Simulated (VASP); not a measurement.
# PtSe2 (P-3m1) in VASP: further runs

PtSe2 is run at these levels: PBE; tasks: single point.

Program: VASP 6.6.1. These are calculated values, not measurements. Logs are shortened: lines on timing, memory, paths and dates and some standing lists are left out, and cuts for length are marked.

## (1) The cell of the first run

It takes space group P-3m1 (No. 164, trigonal). Conventional cell: a = 3.648 Å, b = 3.648 Å, c = 4.959 Å, α = 90.00°, β = 90.00°, γ = 120.00°. Pt (site symmetry -3m) has 6 Se at 2.44 Å within 3.2 Å. Within 3.2 Å of Se (site symmetry 3m) lie 3 Pt at 2.44 Å.

## (2) Single point, PBE

The input, INCAR:

```
SYSTEM = PtSe2
  ALGO = Normal
  EDIFF = 1E-6
  ENCUT = 520
  GGA = PE
  ISIF = 2
  ISMEAR = 0
  LASPH = .True.
  LCHARG = .True.
  LELF = .True.
  LREAL = .False.
  LVHAR = .True.
  LWAVE = .False.
  NBANDS = 18
  NELM = 100
  PREC = Accurate
  SIGMA = 0.05
```

The input, KPOINTS:

```
k-points
0
Gamma
  9 9 6
  0 0 0
```

The input, POSCAR:

```
PtSe2
1.0
    3.6479786689      0.0000000000      0.0000000000
   -1.8239893344      3.1592421997      0.0000000000
    0.0000000000      0.0000000000      4.9586648823
Pt Se
1 2
Direct
    0.0000000000      0.0000000000      0.0000000000
    0.3333333333      0.6666666667      0.2500000000
    0.6666666667      0.3333333333      0.7500000000
```

Potentials or basis: VASP PAW PBE potentials, release 64 (Pt, Se).

On the command line:

```bash
$ cat potpaw_PBE.64/Pt/POTCAR potpaw_PBE.64/Se/POTCAR > POTCAR
$ mpirun -np 1 vasp_std > vasp.out
```

OUTCAR:

```text
SYSTEM = PtSe2
   EDIFF = 1E-6
   ENCUT = 520
   GGA = PE
   ISIF = 2
   ISMEAR = 0
   LASPH = .True.
   LREAL = .False.
   NELM = 100
   PREC = Accurate

 ion  position               nearest neighbor table
   1  0.000  0.000  0.000-   2 2.44   3 2.44   2 2.44   3 2.44   3 2.44   2 2.44
   2  0.333  0.667  0.250-   1 2.44   1 2.44   1 2.44
   3  0.667  0.333  0.750-   1 2.44   1 2.44   1 2.44

  LATTYP: Found a hexagonal cell.
 ALAT       =     3.6479786689
 C/A-ratio  =     1.3592910848

  Lattice vectors:

 A1 = (   3.6479786689,   0.0000000000,   0.0000000000)
 A2 = (  -1.8239893344,   3.1592421997,   0.0000000000)
 A3 = (   0.0000000000,   0.0000000000,   4.9586648823)

Analysis of symmetry for initial positions (statically):
=====================================================================
 Subroutine PRICEL returns:
 Original cell was already a primitive cell.

 Routine SETGRP: Setting up the symmetry group for a
 hexagonal supercell.

 Subroutine GETGRP returns: Found 12 space group operations
 (whereof 12 operations were pure point group operations)
 out of a pool of 24 trial point group operations.

The static configuration has the point symmetry D_3d.

Analysis of symmetry for dynamics (positions and initial velocities):
=====================================================================
 Subroutine PRICEL returns:
 Original cell was already a primitive cell.

 Routine SETGRP: Setting up the symmetry group for a
 hexagonal supercell.

 Subroutine GETGRP returns: Found 12 space group operations
 (whereof 12 operations were pure point group operations)
 out of a pool of 24 trial point group operations.

The dynamic configuration has the point symmetry D_3d.

 Subroutine INISYM returns: Found 12 space group operations
 (whereof 12 operations are pure point group operations),
 and found     1 'primitive' translations

----------------------------------------------------------------------------------------

                                     Primitive cell

  volume of cell :      57.1479

  direct lattice vectors                    reciprocal lattice vectors
     3.647978669  0.000000000  0.000000000     0.274124410  0.158265802  0.000000000
    -1.823989334  3.159242200  0.000000000     0.000000000  0.316531604  0.000000000
     0.000000000  0.000000000  4.958664882     0.000000000  0.000000000  0.201667187

  length of vectors
     3.647978669  3.647978669  4.958664882     0.316531604  0.316531604  0.201667187

  position of ions in fractional coordinates (direct lattice)
     0.000000000  0.000000000  0.000000000
     0.333333333  0.666666667  0.250000000
     0.666666667  0.333333333  0.750000000

  ion indices of the primitive-cell ions
   primitive index   ion index
                 1           1
                 2           2
                 3           3

----------------------------------------------------------------------------------------

 KPOINTS: k-points

Automatic generation of k-mesh.
 Grid dimensions read from file:
 generate k-points for:    9    9    6

 Generating k-lattice:

  Cartesian coordinates                     Fractional coordinates (reciprocal lattice)
     0.030458268  0.017585089  0.000000000     0.111111111  0.000000000  0.000000000
     0.000000000  0.035170178  0.000000000     0.000000000  0.111111111  0.000000000
     0.000000000  0.000000000  0.033611198     0.000000000  0.000000000  0.166666667

  Length of vectors
     0.035170178  0.035170178  0.033611198

  Shift w.r.t. Gamma in fractional coordinates (k-lattice)
     0.000000000  0.000000000  0.000000000

 Subroutine IBZKPT returns following result:
 ===========================================

 Found     62 irreducible k-points:

 Following reciprocal coordinates:
            Coordinates               Weight
  0.000000  0.000000  0.000000      1.000000
  0.111111 -0.000000  0.000000      6.000000
  0.222222 -0.000000  0.000000      6.000000
  0.333333 -0.000000  0.000000      6.000000
  0.444444 -0.000000  0.000000      6.000000
  0.111111  0.111111  0.000000      6.000000
[... 16 lines left out ...]
  0.222222  0.111111  0.166667     12.000000
 -0.111111  0.333333  0.166667     12.000000
 [... further k-points ...]
   k-points           NKPTS =     62   k-points in BZ     NKDIM =     62   number of bands    NBANDS=     18
   number of dos      NEDOS =    301   number of ions     NIONS =      3
   total plane-waves  NPLWV =  31360
   dimension x,y,z NGX =    28 NGY =   28 NGZ =   40
   dimension x,y,z NGXF=    56 NGYF=   56 NGZF=   80
   ions per type =               1   2
   NGX,Y,Z   is equivalent  to a cutoff of  12.76, 12.76, 13.41 a.u.
   NGXF,Y,Z  is equivalent  to a cutoff of  25.52, 25.52, 26.82 a.u.
 SYSTEM =  PtSe2
   PREC   = accura    normal or accurate (medium, high low for compatibility)
   ISTART =      0    job   : 0-new  1-cont  2-samecut
   ICHARG =      2    charge: 1-file 2-atom 10-const
   ISPIN  =      1    spin polarized calculation?
   LNONCOLLINEAR =      F non collinear calculations
   LSORBIT =      F    spin-orbit coupling
   LASPH  =      T    aspherical Exc in radial PAW
   ENCUT  =  520.0 eV  38.22 Ry    6.18 a.u.   6.78  6.78  9.22*2*pi/ulx,y,z
   NELM   =    100;   NELMIN=  2; NELMDL= -5     # of ELM steps
   EDIFF  = 0.1E-05   stopping-criterion for ELM
   LREAL  =      F    real-space projection
   EDIFFG = 0.1E-04   stopping-criterion for IOM
   NSW    =      0    number of steps for IOM
   IBRION =     -1    ionic relax: 0-MD 1-quasi-New 2-CG
   NFREE  =      0    steps in history (QN), initial steepest desc. (CG)
   ISIF   =      2    stress and relaxation
   ISYM   =      2    0-nonsym 1-usesym 2-fastsym
   POTIM  = 0.5000    time-step for ionic-motion
   TEBEG  =    0.0;   TEEND  =   0.0 temperature during run
   PSTRESS=    0.0 pullay stress
   NELECT =      22.0000    total number of electrons
   NUPDOWN=      -1.0000    fix difference up-down
   EMIN   =  10.00;   EMAX   =-10.00  energy-range for DOS
   EFERMI =   0.00;   METHOD = LEGACY
   ISMEAR =     0;   SIGMA  =   0.05  broadening in eV -4-tet -1-fermi 0-gaus
   EFERMI_NEDOS =   21; number of points for ismear=-14 and -15
   IALGO  =     38    algorithm
   IMIX   =      4    mixing-type and parameters
     AMIX     =   0.40;   BMIX     =  1.00
     AMIX_MAG =   1.60;   BMIX_MAG =  1.00
  volume/ion in A,a.u.               =      19.05       128.55
  Fermi-wavevector in a.u.,A,eV,Ry     =   1.190919  2.250512 19.296996  1.418289
  Thomas-Fermi vector in A             =   2.326993
   LORBIT       =      0    0 simple, 1 ext, 2 COOP (PROOUT), +10 PAW based schemes
   GGA     = PE    functional components
   LHFCALC =     F    Hartree Fock is set to
   AEXX    =    0.0000 exact exchange contribution
   IVDW    =     0    specifies the selected vdW correction
   LEPSILON=     F    determine dielectric tensor
   LRPA    =     F    only Hartree local field effects (RPA)
 non-spin polarized calculation
 Gauss-broadening in eV      SIGMA  =   0.05
  energy-cutoff  :      520.00
  volume of cell :       57.15
 maximum number of plane-waves:      1555
   NGX = 13   NGY = 13   NGZ = 19

 number of electron      22.0000001 magnetization

 Free energy of the ion-electron system (eV)
  ---------------------------------------------------
  ext. energy  EPLUGINS =         0.00000000
  ---------------------------------------------------
  free energy    TOTEN  =       -13.90645889 eV

  energy without entropy =      -13.90573984  energy(sigma->0) =      -13.90609937

 E-fermi :   7.5274     XC(G=0): -10.9396

 val. band max:        7.4526181094   @ k =   0.3333   0.3333   0.0000
 cond. band min:       7.5451792212   @ k =   0.0000   0.3333   0.3333
 fundamental gap:      0.0925611119
 Fermi energy:         7.5273892766

 k-point     1 :       0.0000    0.0000    0.0000
  band No.  band energies     occupation
      1      -8.8923      2.00000
      2      -5.6795      2.00000
      3      -0.3538      2.00000
      4       0.3783      2.00000
      5       0.3783      2.00000
      6       2.9968      2.00000
[... 10 lines left out ...]
     17      14.6664      0.00000
     18      19.4832      0.00000

 k-point     2 :       0.1111   -0.0000    0.0000
  band No.  band energies     occupation
      1      -8.7385      2.00000
      2      -5.7599      2.00000
      3      -0.1794      2.00000
      4       0.4772      2.00000
      5       0.4932      2.00000
      6       2.7974      2.00000
[... 10 lines left out ...]
     17      15.1593      0.00000
     18      17.5455      0.00000

 k-point     3 :       0.2222   -0.0000    0.0000
  band No.  band energies     occupation
      1      -8.3040      2.00000
      2      -5.9657      2.00000
      3       0.2813      2.00000
      4       0.7303      2.00000
      5       0.8180      2.00000
      6       2.0479      2.00000
[... 10 lines left out ...]
     17      15.8664      0.00000
     18      15.9025      0.00000

 k-point     4 :       0.3333   -0.0000    0.0000
  band No.  band energies     occupation
      1      -7.6806      2.00000
      2      -6.2346      2.00000
      3       0.3505      2.00000
      4       0.9897      2.00000
      5       1.1633      2.00000
      6       1.6801      2.00000
[... 375 lines left out ...]
      4       0.6429      2.00000
      5       1.0223      2.00000
      6       2.3942      2.00000
[... 10 lines left out ...]
     17      15.4463      0.00000
     18      16.2483      0.00000

 k-point    23 :       0.2222    0.1111    0.1667
  band No.  band energies     occupation
      1      -7.8050      2.00000
      2      -6.2926      2.00000
      3       0.4797      2.00000
      4       0.8538      2.00000
      5       1.1601      2.00000
      6       1.9431      2.00000
[... 10 lines left out ...]
     17      15.8597      0.00000
     18      16.3061      0.00000

 k-point    24 :      -0.1111    0.3333    0.1667
  band No.  band energies     occupation
      1      -7.8396      2.00000
      2      -6.2146      2.00000
      3       0.1820      2.00000
      4       0.7672      2.00000
      5       1.3275      2.00000
      6       1.6587      2.00000
[... 10 lines left out ...]
     17      15.3333      0.00000
     18      17.1597      0.00000

 [... further k-points ...]
[... 5 lines left out ...]
  --------------------------------------------------------------------------------------
  -------------------------------------------------------------------------------------
  Total        7.0020206      7.0020206      4.9944023      0.0000000      0.0000000      0.0000000
  in kB      196.3061907    196.3061907    140.0213080      0.0000000      0.0000000      0.0000000
  external PRESSURE =     177.5445632 kB  Pullay stress =       0.0000000 kB

 VOLUME and BASIS-vectors are now :
 -----------------------------------------------------------------------------
  energy-cutoff  :      520.00
  volume of cell :       57.15
      direct lattice vectors                 reciprocal lattice vectors
     3.647978669  0.000000000  0.000000000     0.274124410  0.158265802  0.000000000
    -1.823989334  3.159242200  0.000000000     0.000000000  0.316531604  0.000000000
     0.000000000  0.000000000  4.958664882     0.000000000  0.000000000  0.201667187

 POSITION                                       TOTAL-FORCE (eV/Angst)
 -----------------------------------------------------------------------------------
      0.00000      0.00000      0.00000         0.000000      0.000000      0.000000
     -0.00000      2.10616      1.23967        -0.000000      0.000000      1.467774
      1.82399      1.05308      3.71900         0.000000     -0.000000     -1.467774
 -----------------------------------------------------------------------------------
    total drift:                               -0.000000     -0.000000     -0.000000

  FREE ENERGIE OF THE ION-ELECTRON SYSTEM (eV)
  ---------------------------------------------------
  free  energy   TOTEN  =       -13.9064588909 eV

  energy  without entropy=      -13.9057398439  energy(sigma->0) =      -13.90609937
```

Wall time 27 s (1 thread of Intel Xeon 6975P-C (Granite Rapids), shared host); peak memory 0.22 GiB.

Results:

```yaml
Free_energy: -13.9065 eV
Pressure: 17.8 GPa
Largest_force: 1.468 eV/Å
Band_gap_on_the_k_mesh: zero (band 11 reaches 7.84 eV, above the bottom of band 12 at 7.45 eV)
```

Forces in eV/Å, atoms in the order of the input:
```
Pt   0.000  0.000  0.000
Se   0.000  0.000  1.468
Se   0.000  0.000 -1.468
```

Levels at points of the mesh, in eV from the Fermi level:
```
           k point  band 8  band 9  band 10  band 11  band 12  band 13  band 14  band 15
(0.00, 0.00, 0.00)   -2.89   -1.25    -1.25     0.31     1.46     1.46     3.36     4.57
(0.00, 0.00, 0.50)   -3.31   -1.77    -1.72    -1.72     2.42     2.42     4.65     6.61
```

Caveat: spin-orbit coupling is left out, which moves the levels of the heavy elements; forces of over 1 eV/Å act on the atoms, so gaps and moduli don't describe the material at rest.

## (3) Single point, PBE

This run uses another cell than the first one, of 20.27 Å³/atom, 1.064 times its volume.

The input, INCAR:

```
SYSTEM = PtSe2
PREC = Accurate
ENCUT = 520
EDIFF = 1E-6
ISMEAR = 0
SIGMA = 0.05
LREAL = .False.
LASPH = .True.
NELM = 60
ALGO = Normal
ISIF = 2
LWAVE = .False.
LCHARG = .True.
GGA = PE
LELF = .True.
LVHAR = .True.
NBANDS = 18
```

The input, KPOINTS:

```
regular mesh
0
Gamma
  9 9 6
  0 0 0
```

The input, POSCAR:

```
PtSe2
1.0
    3.7240000000      0.0000000000      0.0000000000
   -1.8620000000      3.2250786037      0.0000000000
    0.0000000000      0.0000000000      5.0620000000
Pt Se
1 2
Direct
    0.0000000000      0.0000000000      0.0000000000
    0.3333333333      0.6666666667      0.2500000000
    0.6666666667      0.3333333333      0.7500000000
```

Potentials or basis: VASP PAW PBE potentials, release 64 (Pt, Se).

On the command line:

```bash
$ cat potpaw_PBE.64/Pt/POTCAR potpaw_PBE.64/Se/POTCAR > POTCAR
$ mpirun -np 1 vasp_std > vasp.out
```

It took 26 s on 1 thread of Intel Xeon 6975P-C (Granite Rapids), shared host; peak memory 0.22 GiB.

It converged, with:

```
Free energy            : -14.1856 eV
Pressure               : 7.3 GPa
Largest force          : 0.586 eV/Å
Band gap on the k mesh : zero (band 11 reaches 6.94 eV, above the bottom of band 12 at 6.56 eV)
```

Forces on the atoms (eV/Å):
```
Pt   0.000  0.000  0.000
Se   0.000  0.000  0.586
Se   0.000  0.000 -0.586
```

Stress tensor (GPa, compression positive):
```
7.94 0.00 0.00
0.00 7.94 0.00
0.00 0.00 6.03
```

Levels at points of the mesh, in eV from the Fermi level:
| k point | band 7 | band 8 | band 9 | band 10 | band 11 | band 12 | band 13 | band 14 | band 15 | band 16 |
| --- | --- | --- | --- | --- | --- | --- | --- | --- | --- | --- |
| (0.00, 0.00, 0.00) | -4.10 | -2.66 | -1.14 | -1.14 | 0.34 | 1.39 | 1.39 | 3.54 | 4.14 | 7.21 |
| (0.00, 0.00, 0.50) | -4.14 | -3.02 | -1.78 | -1.57 | -1.57 | 2.24 | 2.24 | 4.74 | 6.26 | 6.68 |

Caveat: spin-orbit coupling is left out, which moves the levels of the heavy elements.

## (4) Single point, PBE

This run uses another cell than the first one, of 20.27 Å³/atom, 1.064 times its volume.

The input, INCAR:

```
SYSTEM = PtSe2
PREC = Accurate
ENCUT = 520
EDIFF = 1E-6
ISMEAR = 0
SIGMA = 0.05
LREAL = .False.
LASPH = .True.
NELM = 100
ALGO = Normal
ISIF = 2
LWAVE = .False.
LCHARG = .False.
GGA = PE
NELECT = 22.1
NBANDS = 18
```

KPOINTS is that of step 3.

POSCAR is that of step 3.

On the command line:

```bash
$ cat potpaw_PBE.64/Pt/POTCAR potpaw_PBE.64/Se/POTCAR > POTCAR
$ mpirun -np 1 vasp_std > vasp.out
```

Run time: 26 s. Hardware: 1 thread of Intel Xeon 6975P-C (Granite Rapids), shared host; peak memory 0.22 GiB.

It converged, with:

```yaml
Free_energy: -13.5192 eV
Largest_force: 0.672 eV/Å
```

Forces in eV/Å, atoms in the order of the input:
```
Pt   0.000  0.000  0.000
Se   0.000  0.000  0.672
Se   0.000  0.000 -0.672
```

Levels at points of the mesh, in eV from the Fermi level:
```
           k point  band 9  band 10  band 11  band 12  band 13  band 14
(0.00, 0.00, 0.00)   -1.24    -1.24     0.25     1.30     1.30     3.41
(0.00, 0.00, 0.50)   -1.87    -1.67    -1.67     2.15     2.15     4.61
```

Caveat: the cell carries a net charge on a neutralising background, which shifts energy and pressure; the cell is charged against a uniform background, so pressure and absolute levels hang on convention; spin-orbit coupling is left out, which moves the levels of the heavy elements.
